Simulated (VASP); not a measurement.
# Al2O3 (P-3m1) in VASP: further runs

Al2O3 is run at these levels: r2SCAN, PBE; tasks: single point.

Program: VASP 6.6.1. These are calculated values, not measurements. Logs are shortened: lines on timing, memory, paths and dates and some standing lists are left out, and cuts for length are marked.

**1. The cell of the first run**

The structure is trigonal, space group P-3m1 (No. 164). The conventional cell has a = 2.864 Å, b = 2.864 Å, c = 6.833 Å, α = 90.00°, β = 90.00°, γ = 120.00°. Al (site symmetry 3m) has 6 O at 1.78 to 2.14 Å within 2.4 Å. Within 2.9 Å of O (site symmetry -3m) lie 6 Al at 2.14 Å and 12 O at 2.62 to 2.86 Å. O (site symmetry 3m) has 3 Al at 1.78 Å within 2.4 Å.

**2. Single point, r2SCAN**

POSCAR

```
Al2O3
1.0
    2.8641420153      0.0000000000      0.0000000000
   -1.4320710077      2.4804197453      0.0000000000
    0.0000000000      0.0000000000      6.8332800470
Al O
2 3
Direct
    0.3333333333      0.6666666667      0.1993408405
    0.6666666667      0.3333333333      0.8006591595
    0.0000000000      0.0000000000      0.0000000000
    0.3333333333      0.6666666667      0.7032066442
    0.6666666667      0.3333333333      0.2967933558
```

INCAR.step1

```
SYSTEM = Al2O3
  PREC = Accurate
  ENCUT = 520
  ISMEAR = 0
  SIGMA = 0.01
  LREAL = .FALSE.
  LASPH = .TRUE.
  NELM = 80
  NBANDS = 20
  GGA = PE
  ALGO = Normal
  EDIFF = 1E-4
  LWAVE = .TRUE.
  LCHARG = .FALSE.
```

INCAR.step2

```
SYSTEM = Al2O3
  PREC = Accurate
  ENCUT = 520
  EDIFF = 1E-6
  ISMEAR = 0
  SIGMA = 0.01
  LREAL = .FALSE.
  LASPH = .TRUE.
  NELM = 80
  ALGO = Normal
  ISIF = 2
  LWAVE = .FALSE.
  LCHARG = .FALSE.
  METAGGA = R2SCAN
  LMIXTAU = .TRUE.
  NBANDS = 20
  ISTART = 1
```

KPOINTS

```
regular mesh
0
G
  9 9 4
  0 0 0
```

Potentials or basis: VASP PAW PBE potentials, release 64 (Al, O).

The run is started by

```console
$ cat potpaw_PBE.64/Al/POTCAR potpaw_PBE.64/O/POTCAR > POTCAR
$ cp INCAR.step1 INCAR
$ mpirun -np 1 vasp_std > vasp.out
$ cp INCAR.step2 INCAR
$ mpirun -np 1 vasp_std > vasp.out
```

OUTCAR:

```text
SYSTEM = Al2O3
   PREC = Accurate
   ENCUT = 520
   EDIFF = 1E-6
   ISMEAR = 0
   LREAL = .FALSE.
   LASPH = .TRUE.
   NELM = 80
   ISIF = 2
   METAGGA = R2SCAN
   ISTART = 1

 ion  position               nearest neighbor table
   1  0.333  0.667  0.199-   5 1.78   5 1.78   5 1.78   3 2.14   3 2.14   3 2.14   2 3.19   2 3.19
                             2 3.19
   2  0.667  0.333  0.801-   4 1.78   4 1.78   4 1.78   3 2.14   3 2.14   3 2.14   1 3.19   1 3.19
                             1 3.19
   3  0.000  0.000  0.000-   1 2.14   2 2.14   2 2.14   1 2.14   2 2.14   1 2.14
   4  0.333  0.667  0.703-   2 1.78   2 1.78   2 1.78
   5  0.667  0.333  0.297-   1 1.78   1 1.78   1 1.78

  LATTYP: Found a hexagonal cell.
 ALAT       =     2.8641420153
 C/A-ratio  =     2.3858035008

  Lattice vectors:

 A1 = (   2.8641420153,   0.0000000000,   0.0000000000)
 A2 = (  -1.4320710077,   2.4804197453,   0.0000000000)
 A3 = (   0.0000000000,   0.0000000000,   6.8332800470)

Analysis of symmetry for initial positions (statically):
=====================================================================
 Subroutine PRICEL returns:
 Original cell was already a primitive cell.

 Routine SETGRP: Setting up the symmetry group for a
 hexagonal supercell.

 Subroutine GETGRP returns: Found 12 space group operations
 (whereof 12 operations were pure point group operations)
 out of a pool of 24 trial point group operations.

The static configuration has the point symmetry D_3d.

Analysis of symmetry for dynamics (positions and initial velocities):
=====================================================================
 Subroutine PRICEL returns:
 Original cell was already a primitive cell.

 Routine SETGRP: Setting up the symmetry group for a
 hexagonal supercell.

 Subroutine GETGRP returns: Found 12 space group operations
 (whereof 12 operations were pure point group operations)
 out of a pool of 24 trial point group operations.

The dynamic configuration has the point symmetry D_3d.

 Subroutine INISYM returns: Found 12 space group operations
 (whereof 12 operations are pure point group operations),
 and found     1 'primitive' translations

----------------------------------------------------------------------------------------

                                     Primitive cell

  volume of cell :      48.5455

  direct lattice vectors                    reciprocal lattice vectors
     2.864142015  0.000000000  0.000000000     0.349144698  0.201578786  0.000000000
    -1.432071008  2.480419745  0.000000000     0.000000000  0.403157571  0.000000000
     0.000000000  0.000000000  6.833280047     0.000000000  0.000000000  0.146342605

  length of vectors
     2.864142015  2.864142015  6.833280047     0.403157571  0.403157571  0.146342605

  position of ions in fractional coordinates (direct lattice)
     0.333333333  0.666666667  0.199340840
     0.666666667  0.333333333  0.800659160
     0.000000000  0.000000000  0.000000000
     0.333333333  0.666666667  0.703206644
     0.666666667  0.333333333  0.296793356

  ion indices of the primitive-cell ions
   primitive index   ion index
                 1           1
                 2           2
                 3           3
                 4           4
                 5           5

----------------------------------------------------------------------------------------

 KPOINTS: regular mesh

Automatic generation of k-mesh.
 Grid dimensions read from file:
 generate k-points for:    9    9    4

 Generating k-lattice:

  Cartesian coordinates                     Fractional coordinates (reciprocal lattice)
     0.038793855  0.022397643  0.000000000     0.111111111  0.000000000  0.000000000
     0.000000000  0.044795286  0.000000000     0.000000000  0.111111111  0.000000000
     0.000000000  0.000000000  0.036585651     0.000000000  0.000000000  0.250000000

  Length of vectors
     0.044795286  0.044795286  0.036585651

  Shift w.r.t. Gamma in fractional coordinates (k-lattice)
     0.000000000  0.000000000  0.000000000

 Subroutine IBZKPT returns following result:
 ===========================================

 Found     43 irreducible k-points:

 Following reciprocal coordinates:
            Coordinates               Weight
  0.000000  0.000000  0.000000      1.000000
  0.111111  0.000000  0.000000      6.000000
  0.222222  0.000000  0.000000      6.000000
  0.333333 -0.000000  0.000000      6.000000
  0.444444  0.000000  0.000000      6.000000
  0.111111  0.111111  0.000000      6.000000
[... 16 lines left out ...]
  0.222222  0.111111  0.250000     12.000000
 -0.111111  0.333333  0.250000     12.000000
 [... further k-points ...]
   k-points           NKPTS =     43   k-points in BZ     NKDIM =     43   number of bands    NBANDS=     20
   number of dos      NEDOS =    301   number of ions     NIONS =      5
   total plane-waves  NPLWV =  31104
   dimension x,y,z NGX =    24 NGY =   24 NGZ =   54
   dimension x,y,z NGXF=    48 NGYF=   48 NGZF=  108
   ions per type =               2   3
   NGX,Y,Z   is equivalent  to a cutoff of  13.93, 13.93, 13.14 a.u.
   NGXF,Y,Z  is equivalent  to a cutoff of  27.86, 27.86, 26.28 a.u.
 SYSTEM =  Al2O3
   PREC   = accura    normal or accurate (medium, high low for compatibility)
   ISTART =      1    job   : 0-new  1-cont  2-samecut
   ICHARG =      0    charge: 1-file 2-atom 10-const
   ISPIN  =      1    spin polarized calculation?
   LNONCOLLINEAR =      F non collinear calculations
   LSORBIT =      F    spin-orbit coupling
   LASPH  =      T    aspherical Exc in radial PAW
   ENCUT  =  520.0 eV  38.22 Ry    6.18 a.u.   5.33  5.33 12.71*2*pi/ulx,y,z
   NELM   =     80;   NELMIN=  2; NELMDL=  0     # of ELM steps
   EDIFF  = 0.1E-05   stopping-criterion for ELM
   LREAL  =      F    real-space projection
   EDIFFG = 0.1E-04   stopping-criterion for IOM
   NSW    =      0    number of steps for IOM
   IBRION =     -1    ionic relax: 0-MD 1-quasi-New 2-CG
   NFREE  =      0    steps in history (QN), initial steepest desc. (CG)
   ISIF   =      2    stress and relaxation
   ISYM   =      2    0-nonsym 1-usesym 2-fastsym
   POTIM  = 0.5000    time-step for ionic-motion
   TEBEG  =    0.0;   TEEND  =   0.0 temperature during run
   PSTRESS=    0.0 pullay stress
   NELECT =      24.0000    total number of electrons
   NUPDOWN=      -1.0000    fix difference up-down
   EMIN   =  10.00;   EMAX   =-10.00  energy-range for DOS
   EFERMI =   0.00;   METHOD = LEGACY
   ISMEAR =     0;   SIGMA  =   0.01  broadening in eV -4-tet -1-fermi 0-gaus
   EFERMI_NEDOS =   21; number of points for ismear=-14 and -15
   IALGO  =     38    algorithm
   IMIX   =      4    mixing-type and parameters
     AMIX     =   0.40;   BMIX     =  1.00
     AMIX_MAG =   1.60;   BMIX_MAG =  1.00
  volume/ion in A,a.u.               =       9.71        65.52
  Fermi-wavevector in a.u.,A,eV,Ry     =   1.294481  2.446214 22.799016  1.675680
  Thomas-Fermi vector in A             =   2.426061
   LORBIT       =      0    0 simple, 1 ext, 2 COOP (PROOUT), +10 PAW based schemes
   METAGGA = R2SCAN    functional components
   LHFCALC =     F    Hartree Fock is set to
   AEXX    =    0.0000 exact exchange contribution
   IVDW    =     0    specifies the selected vdW correction
   LEPSILON=     F    determine dielectric tensor
   LRPA    =     F    only Hartree local field effects (RPA)
 non-spin polarized calculation
 Gauss-broadening in eV      SIGMA  =   0.01
  energy-cutoff  :      520.00
  volume of cell :       48.55
 maximum number of plane-waves:      1327
 NGX is ok and might be reduce to    24
   NGX = 11   NGY = 11   NGZ = 25

 number of electron      24.0000003 magnetization

 Free energy of the ion-electron system (eV)
  ---------------------------------------------------
  ext. energy  EPLUGINS =         0.00000000
  ---------------------------------------------------
  free energy    TOTEN  =       -46.97059204 eV

  energy without entropy =      -46.97059204  energy(sigma->0) =      -46.97059204

 E-fermi :   4.4226     XC(G=0): -11.3044

 val. band max:        4.3179481107   @ k =   0.1111   0.0000   0.0000
 cond. band min:       9.9398948597   @ k =   0.0000   0.0000   0.0000
 fundamental gap:      5.6219467490
 Fermi energy:         4.4226248150

 k-point     1 :       0.0000    0.0000    0.0000
  band No.  band energies     occupation
      1     -16.0372      2.00000
      2     -14.6660      2.00000
      3     -13.6512      2.00000
      4      -1.0605      2.00000
      5       1.3292      2.00000
      6       2.3246      2.00000
[... 12 lines left out ...]
     19      19.4686      0.00000
     20      21.4410      0.00000

 k-point     2 :       0.1111    0.0000    0.0000
  band No.  band energies     occupation
      1     -15.8823      2.00000
      2     -14.5561      2.00000
      3     -13.5976      2.00000
      4      -1.0113      2.00000
      5       0.9936      2.00000
      6       2.0753      2.00000
[... 12 lines left out ...]
     19      19.7997      0.00000
     20      20.3577      0.00000

 k-point     3 :       0.2222    0.0000    0.0000
  band No.  band energies     occupation
      1     -15.4500      2.00000
      2     -14.2650      2.00000
      3     -13.4750      2.00000
      4      -1.0482      2.00000
      5      -0.0440      2.00000
      6       1.0617      2.00000
[... 12 lines left out ...]
     19      19.2859      0.00000
     20      20.0011      0.00000

 k-point     4 :       0.3333   -0.0000    0.0000
  band No.  band energies     occupation
      1     -14.8466      2.00000
      2     -13.9133      2.00000
      3     -13.3890      2.00000
      4      -1.6777      2.00000
      5      -0.9644      2.00000
      6      -0.1710      2.00000
[... 12 lines left out ...]
     19      18.8404      0.00000
     20      20.1904      0.00000

 k-point     5 :       0.4444    0.0000    0.0000
  band No.  band energies     occupation
      1     -14.2937      2.00000
      2     -13.7097      2.00000
      3     -13.4127      2.00000
      4      -2.3709      2.00000
      5      -1.4089      2.00000
      6      -0.9162      2.00000
[... 12 lines left out ...]
     19      19.4442      0.00000
     20      20.5908      0.00000

 k-point     6 :       0.1111    0.1111    0.0000
  band No.  band energies     occupation
      1     -15.5884      2.00000
      2     -14.3551      2.00000
      3     -13.5092      2.00000
      4      -0.9922      2.00000
      5       0.3413      2.00000
      6       1.4124      2.00000
[... 12 lines left out ...]
     19      19.5520      0.00000
     20      19.9288      0.00000

 k-point     7 :       0.2222    0.1111    0.0000
  band No.  band energies     occupation
      1     -15.0674      2.00000
      2     -14.0298      2.00000
      3     -13.4034      2.00000
      4      -1.2562      2.00000
      5      -0.6217      2.00000
      6       0.3159      2.00000
[... 12 lines left out ...]
     19      18.7544      0.00000
     20      19.6576      0.00000
[... 277 lines left out ...]
 k-point    20 :       0.4444    0.0000    0.2500
  band No.  band energies     occupation
      1     -14.2976      2.00000
      2     -13.6837      2.00000
      3     -13.4355      2.00000
      4      -2.3951      2.00000
      5      -1.3483      2.00000
      6      -0.8688      2.00000
[... 12 lines left out ...]
     19      19.1287      0.00000
     20      20.4283      0.00000

 k-point    21 :       0.0000    0.4444    0.2500
  band No.  band energies     occupation
      1     -14.2857      2.00000
      2     -13.7327      2.00000
      3     -13.3973      2.00000
      4      -2.4309      2.00000
      5      -1.3682      2.00000
      6      -0.8325      2.00000
[... 12 lines left out ...]
     19      19.3859      0.00000
     20      20.4012      0.00000

 k-point    22 :       0.1111    0.1111    0.2500
  band No.  band energies     occupation
      1     -15.5705      2.00000
      2     -14.4165      2.00000
      3     -13.4613      2.00000
      4      -1.0522      2.00000
      5       0.4580      2.00000
      6       1.2384      2.00000
[... 12 lines left out ...]
     19      19.6245      0.00000
     20      20.1576      0.00000

 k-point    23 :       0.2222    0.1111    0.2500
  band No.  band energies     occupation
      1     -15.0538      2.00000
      2     -14.0749      2.00000
      3     -13.3711      2.00000
      4      -1.2233      2.00000
      5      -0.5379      2.00000
      6       0.3009      2.00000
[... 12 lines left out ...]
     19      19.0032      0.00000
     20      19.7856      0.00000

 k-point    24 :      -0.1111    0.3333    0.2500
  band No.  band energies     occupation
      1     -15.0515      2.00000
      2     -14.0835      2.00000
      3     -13.3638      2.00000
      4      -1.2619      2.00000
      5      -0.6258      2.00000
      6       0.3454      2.00000
[... 12 lines left out ...]
     19      18.7284      0.00000
     20      19.9439      0.00000

 [... further k-points ...]
[... 5 lines left out ...]
  --------------------------------------------------------------------------------------
  -------------------------------------------------------------------------------------
  Total        0.0081078      0.0081078     -0.1493031     -0.0000000      0.0000000      0.0000000
  in kB        0.2675879      0.2675879     -4.9275428     -0.0000000      0.0000000      0.0000000
  external PRESSURE =      -1.4641223 kB  Pullay stress =       0.0000000 kB

 VOLUME and BASIS-vectors are now :
 -----------------------------------------------------------------------------
  energy-cutoff  :      520.00
  volume of cell :       48.55
      direct lattice vectors                 reciprocal lattice vectors
     2.864142015  0.000000000  0.000000000     0.349144698  0.201578786  0.000000000
    -1.432071008  2.480419745  0.000000000     0.000000000  0.403157571  0.000000000
     0.000000000  0.000000000  6.833280047     0.000000000  0.000000000  0.146342605

 POSITION                                       TOTAL-FORCE (eV/Angst)
 -----------------------------------------------------------------------------------
     -0.00000      1.65361      1.36215        -0.000000      0.000000      0.023151
      1.43207      0.82681      5.47113         0.000000     -0.000000     -0.023151
      0.00000      0.00000      0.00000        -0.000000      0.000000      0.000000
     -0.00000      1.65361      4.80521        -0.000000      0.000000      0.036836
      1.43207      0.82681      2.02807         0.000000     -0.000000     -0.036836
 -----------------------------------------------------------------------------------
    total drift:                                0.000000     -0.000000      0.000000

  FREE ENERGIE OF THE ION-ELECTRON SYSTEM (eV)
  ---------------------------------------------------
  free  energy   TOTEN  =       -46.9705920418 eV

  energy  without entropy=      -46.9705920418  energy(sigma->0) =      -46.97059204
```

Wall time 3.1 min (1 thread of Intel Xeon 8259CL, shared host); peak memory 0.19 GiB.

Results:

```yaml
Free_energy: -46.9706 eV
Pressure: -0.1 GPa
Largest_force: 0.037 eV/Å
Band_gap_on_the_k_mesh: 5.62 eV (least direct gap 5.67 eV)
```

Forces on the atoms (eV/Å):
```
Al   0.000  0.000  0.023
Al   0.000  0.000 -0.023
O    0.000  0.000  0.000
O    0.000  0.000  0.037
O    0.000  0.000 -0.037
```

Levels at points of the mesh, in eV from the valence-band top:
```csv
k point,band 9,band 10,band 11,band 12,band 13,band 14,band 15,band 16
"(0.00, 0.00, 0.00)",-1.64,-1.00,-1.00,-0.04,5.62,8.65,9.49,13.80
"(0.00, 0.00, 0.50)",-1.60,-1.10,-1.02,-1.02,6.33,8.29,9.13,14.19
```

Caveat: the PAW data sets were made with another functional, which shifts forces and pressure a little. A k mesh can miss the band edges.

**3. Single point, PBE**

INCAR

```
SYSTEM = Al2O3
PREC = Accurate
ENCUT = 520
EDIFF = 1E-6
ISMEAR = 0
SIGMA = 0.01
LREAL = .False.
LASPH = .True.
NELM = 60
ALGO = Normal
ISIF = 2
LWAVE = .False.
LCHARG = .False.
GGA = PE
NBANDS = 20
```

KPOINTS

```
regular mesh
0
Gamma
  12 12 4
  0 0 0
```

POSCAR is that of step 2.

Potentials or basis: VASP PAW PBE potentials, release 64 (Al, O).

The run is started by

```console
$ cat potpaw_PBE.64/Al/POTCAR potpaw_PBE.64/O/POTCAR > POTCAR
$ mpirun -np 1 vasp_std > vasp.out
```

Run time: 76 s. Hardware: 1 thread of Intel Xeon 8259CL, shared host; peak memory 0.2 GiB.

The run converged. Its results:

* Free energy: -36.4264 eV
* Pressure: 6.6 GPa
* Largest force: 0.351 eV/Å
* Band gap on the k mesh: 4.79 eV (least direct gap 4.83 eV)

Forces in eV/Å, atoms in the order of the input:
```
Al   0.000  0.000 -0.148
Al   0.000  0.000  0.148
O    0.000  0.000  0.000
O    0.000  0.000 -0.351
O    0.000  0.000  0.351
```

Stress tensor (GPa, compression positive):
```
7.30 0.00 0.00
0.00 7.30 0.00
0.00 0.00 5.21
```

Levels at points of the mesh, in eV from the valence-band top:
| k point | band 9 | band 10 | band 11 | band 12 | band 13 | band 14 | band 15 | band 16 |
| --- | --- | --- | --- | --- | --- | --- | --- | --- |
| (0.00, 0.00, 0.00) | -1.61 | -0.96 | -0.96 | -0.04 | 4.79 | 7.77 | 8.49 | 12.84 |
| (0.50, 0.00, 0.00) | -2.21 | -1.46 | -1.45 | -0.76 | 6.88 | 9.13 | 10.01 | 11.07 |
| (0.00, 0.00, 0.50) | -1.57 | -1.10 | -0.98 | -0.98 | 5.49 | 7.45 | 8.17 | 13.07 |
| (0.50, 0.00, 0.50) | -2.35 | -1.81 | -1.39 | -0.36 | 6.99 | 8.63 | 10.16 | 11.41 |

Caveat: the cell stands under pressure.

(Continued in part 2 of 2.)
